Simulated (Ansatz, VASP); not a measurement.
## One calculation of SiC, two programs

The input INCAR:

```
SYSTEM = SiC
PREC = Accurate ; ENCUT = 520
EDIFF = 1E-6 ; ISMEAR = 0
SIGMA = 0.05 ; LREAL = .FALSE.
LASPH = .TRUE. ; NELM = 100
ALGO = Normal ; ISIF = 2
LWAVE = .FALSE. ; LCHARG = .TRUE.
GGA = PE ; LELF = .TRUE.
LVHAR = .TRUE. ; NBANDS = 26
```

File KPOINTS:

```
Automatic mesh
0
G
  12 12 4
  0 0 0
```

POSCAR

```
SiC
1.0
    3.0941201807      0.0000000000      0.0000000000
   -1.5470600903      2.6795866789      0.0000000000
    0.0000000000      0.0000000000     10.1293391985
Si C
4 4
Direct
    0.6666666667      0.3333333333      0.9378441878
    0.3333333333      0.6666666667      0.4378441878
    0.0000000000      0.0000000000      0.6878995565
    0.0000000000      0.0000000000      0.1878995565
    0.6666666667      0.3333333333      0.7448712897
    0.3333333333      0.6666666667      0.2448712897
    0.0000000000      0.0000000000      0.4955116536
    0.0000000000      0.0000000000     -0.0044883464
```

Input for Ansatz:

```yaml
crystal:
  lattice:
    - [3.0941201807, 0.0, 0.0]
    - [-1.5470600903, 2.6795866789, 0.0]
    - [0.0, 0.0, 10.1293391985]
  atoms:
    - { symbol: Si, position: [0.6666666667, 0.3333333333, 0.9378441878] }
    - { symbol: Si, position: [0.3333333333, 0.6666666667, 0.4378441878] }
    - { symbol: Si, position: [0.0, 0.0, 0.6878995565] }
    - { symbol: Si, position: [0.0, 0.0, 0.1878995565] }
    - { symbol: C, position: [0.6666666667, 0.3333333333, 0.7448712897] }
    - { symbol: C, position: [0.3333333333, 0.6666666667, 0.2448712897] }
    - { symbol: C, position: [0.0, 0.0, 0.4955116536] }
    - { symbol: C, position: [0.0, 0.0, -0.0044883464] }
basis:
  ecutwfc: 420
kpoints:
  mp_grid: { grid: [12, 12, 4] }
hamiltonian:
  xc: pbe
scf:
  occupations: { method: gaussian, width: 0.05 }
output:
  forces: true
  stress: true
  eigenvalues: true
  write_density: true
  write_potential: true
  elf: true
  volumetric_format: npy
```

Change from the starting cell: all C atoms moved -0.050 Å, as atom 5 along Cartesian [0 0 1].

Alike in both runs: task single point; functional PBE; k mesh 12 × 12 × 4; occupations gaussian, width 0.05 eV; no spin polarisation.

|  | VASP | Ansatz |
| --- | --- | --- |
| version | VASP 6.6.1 | Ansatz 0.2.0 |
| potentials or method | VASP PAW PBE potentials, release 64 (Si, C), cutoff 520 eV | scalar-relativistic, plane waves, PAW |
| valence electrons in the cell | 32 | 32 |

```csv
,VASP,Ansatz,Ansatz less VASP
gap on the k mesh at the Fermi level (eV),2.03,2.03,+0.001
least direct gap on the mesh (eV),3.52,3.52,+0.002
pressure (GPa),0.2,0.3,+0.05
"traceless stress, the component that is largest in VASP (GPa)",-2.97,-2.97,-0.009
rms of the force components (eV/Å),0.466,0.466,-0.0001
```

Atom by atom the forces differ by 0.001 eV/Å (rms over components).
